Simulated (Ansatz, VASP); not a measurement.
# O: VASP beside Ansatz

Contents of POSCAR:

```
O
1.0
    9.0000000000      0.0000000000      0.0000000000
    0.0000000000      9.5000000000      0.0000000000
    0.0000000000      0.0000000000     10.0000000000
O
2
Direct
    0.5000000000      0.5000000000      0.4385000000
    0.5000000000      0.5000000000      0.5615000000
```

Contents of INCAR.step1:

```
PREC     = Accurate       # precision mode
ENCUT    = 520            # plane-wave cutoff, eV
ISMEAR   = -1             # smearing method
SIGMA    = 0.02           # smearing width, eV
LREAL    = F              # projectors in reciprocal space
LASPH    = T              # aspherical terms in the spheres
NELM     = 150            # most SCF steps
ISPIN    = 2              # spin polarisation
MAGMOM   = 1 1            # initial moments
GGA      = PE             # functional
ALGO     = Normal         # electronic algorithm
EDIFF    = 1E-4           # SCF threshold, eV
LWAVE    = T              # write WAVECAR
LCHARG   = F              # write CHGCAR
```

INCAR.step2

```
PREC     = Accurate       # precision mode
ENCUT    = 520            # plane-wave cutoff, eV
EDIFF    = 1E-7           # SCF threshold, eV
ISMEAR   = -1             # smearing method
SIGMA    = 0.02           # smearing width, eV
LREAL    = F              # projectors in reciprocal space
LASPH    = T              # aspherical terms in the spheres
NELM     = 150            # most SCF steps
ALGO     = Normal         # electronic algorithm
ISIF     = 2              # what is computed and relaxed
LWAVE    = F              # write WAVECAR
LCHARG   = F              # write CHGCAR
ISPIN    = 2              # spin polarisation
MAGMOM   = 1 1            # initial moments
LORBIT   = 11             # projections on sites
METAGGA  = R2SCAN         # meta-GGA
LMIXTAU  = T            
IBRION   = 2              # ionic algorithm
NSW      = 80             # ionic steps
EDIFFG   = -0.01          # ionic threshold
ISTART   = 1
```

Contents of KPOINTS:

```
regular mesh
0
Gamma
  1 1 1
```

Input for Ansatz:

```yaml
crystal:
  lattice:
    bravais: orthorhombic
    a: 9.0
    b: 9.5
    c: 10.0
  space_group: 47
  setting:
    hermann_mauguin: Pmmm
  atoms:
    - { symbol: O, position: [0.5, 0.5, 0.4385] }
basis:
  ecutwfc: 550.0
kpoints:
  mp_grid:
    grid: [1, 1, 1]
hamiltonian:
  xc: r2scan
magnetization:
  spin_polarized: true
  per_species:
    O: 1.0
scf:
  occupations:
    method: fermi_dirac
    width: 0.02
relax:
  f_tol: 0.01
  max_steps: 60
output:
  stress: true
```

Alike in both runs: task relaxation of the atoms; functional r2SCAN; k mesh 1 × 1 × 1; occupations fermi-dirac, width 0.02 eV; collinear spin.

|  | VASP | Ansatz |
| --- | --- | --- |
| version | VASP 6.6.1 | Ansatz 0.2.0 |
| potentials or method | VASP PAW PBE potentials, release 64 (O), cutoff 520 eV | plane waves, PAW |
| valence electrons in the cell | 12 | 12 |

Ansatz gave:

| Item | Value |
| --- | --- |
| net moment per atom (μB) | 1.00 |
| size of the moment on the site where the two differ most (μB) | 0.57 |

Problem. Estimate VASP's values.

Solution. net moment per atom (μB): 1.00; size of the moment on the site where the two differ most (μB): 0.83.

VASP's potentials were made for PBE, not for r2SCAN. Site moments also hang on the region over which each program counts them. Ansatz's warnings: end state compared, stress scf threshold loose.

Noted on VASP's run: the standard files for N, O and F lose accuracy on very short bonds.
